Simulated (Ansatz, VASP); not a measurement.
## One calculation of TiO, two programs

File POSCAR:

```
TiO
1.0
    4.1381537219      0.0000000000      0.0000000000
    0.0000000000      4.1381537219      0.0000000000
    0.0000000000      0.0000000000      4.1381537219
Ti O
3 3
Direct
    0.5000000000      0.5000000000      0.0000000000
    0.0000000000      0.5000000000      0.5000000000
    0.5000000000      0.0000000000      0.5000000000
    0.0000000000      0.5000000000      0.0000000000
    0.5000000000      0.0000000000      0.0000000000
    0.0000000000      0.0000000000      0.5000000000
```

The input INCAR.step1:

```
PREC     = Accurate       # precision mode
ENCUT    = 520            # plane-wave cutoff, eV
ISMEAR   = 0              # smearing method
SIGMA    = 0.1            # smearing width, eV
LREAL    = F              # projectors in reciprocal space
LASPH    = T              # aspherical terms in the spheres
NELM     = 150            # most SCF steps
ISPIN    = 2              # spin polarisation
MAGMOM   = 0.26 0.26 0.26 0 0 0 # initial moments
LMAXMIX  = 4              # l up to which the mixer works
NBANDS   = 40             # bands
GGA      = PE             # functional
ALGO     = Normal         # electronic algorithm
EDIFF    = 1E-4           # SCF threshold, eV
LWAVE    = T              # write WAVECAR
LCHARG   = F              # write CHGCAR
```

INCAR.step2

```
PREC     = Accurate       # precision mode
ENCUT    = 520            # plane-wave cutoff, eV
EDIFF    = 1E-7           # SCF threshold, eV
ISMEAR   = 0              # smearing method
SIGMA    = 0.1            # smearing width, eV
LREAL    = F              # projectors in reciprocal space
LASPH    = T              # aspherical terms in the spheres
NELM     = 150            # most SCF steps
ALGO     = Normal         # electronic algorithm
ISIF     = 2              # what is computed and relaxed
LWAVE    = F              # write WAVECAR
LCHARG   = F              # write CHGCAR
ISPIN    = 2              # spin polarisation
MAGMOM   = 0.26 0.26 0.26 0 0 0 # initial moments
LORBIT   = 11             # projections on sites
LMAXMIX  = 4              # l up to which the mixer works
METAGGA  = R2SCAN         # meta-GGA
LMIXTAU  = T            
NBANDS   = 40             # bands
ISTART   = 1
```

KPOINTS

```
Automatic mesh
0
Gamma
  10 10 10
```

Input for Ansatz:

```yaml
crystal:
  lattice:
    - [4.1381537307, 0.0, 0.0]
    - [0.0, 4.1381537307, 0.0]
    - [0.0, 0.0, 4.1381537307]
  atoms:
    - { symbol: Ti, position: [0.5, 0.5, 0.0], spin: 0.26 }
    - { symbol: Ti, position: [0.0, 0.5, 0.5], spin: 0.26 }
    - { symbol: Ti, position: [0.5, 0.0, 0.5], spin: 0.26 }
    - { symbol: O, position: [0.0, 0.5, 0.0] }
    - { symbol: O, position: [0.5, 0.0, 0.0] }
    - { symbol: O, position: [0.0, 0.0, 0.5] }
basis:
  ecutwfc: 500
kpoints:
  mp_grid: { grid: [10, 10, 10] }
hamiltonian:
  xc: r2scan
scf:
  occupations: { method: gaussian, width: 0.1 }
output:
  forces: true
  stress: true
  eigenvalues: true
  populations: true
magnetization:
  spin_polarized: true
```

Alike in both runs: task single point; functional r2SCAN; k mesh 10 × 10 × 10; occupations gaussian, width 0.1 eV; collinear spin.

```csv
,VASP,Ansatz
version,VASP 6.6.1,Ansatz 0.2.0
potentials or method,"VASP PAW PBE potentials, release 64 (Ti_sv, O), cutoff 520 eV","scalar-relativistic, plane waves, PAW"
valence electrons in the cell,54,54
```

|  | VASP | Ansatz | Ansatz less VASP |
| --- | --- | --- | --- |
| gap on the k mesh at the Fermi level (eV) | none | none | - |
| pressure (GPa) | -10.8 | -11.3 | -0.54 |
| net moment per atom (μB) | 0.00 | 0.25 | +0.251 |
| size of the moment on the site where the two differ most (μB) | 0.00 | 0.29 | +0.288 |

The net moments are unlike, so the other rows may belong to different states. VASP's potentials were made for PBE, not for r2SCAN. Site moments also hang on the region over which each program counts them. A gap of «none» marks a metal or a gap that the smearing closes. Ansatz's warnings: stability check not made.
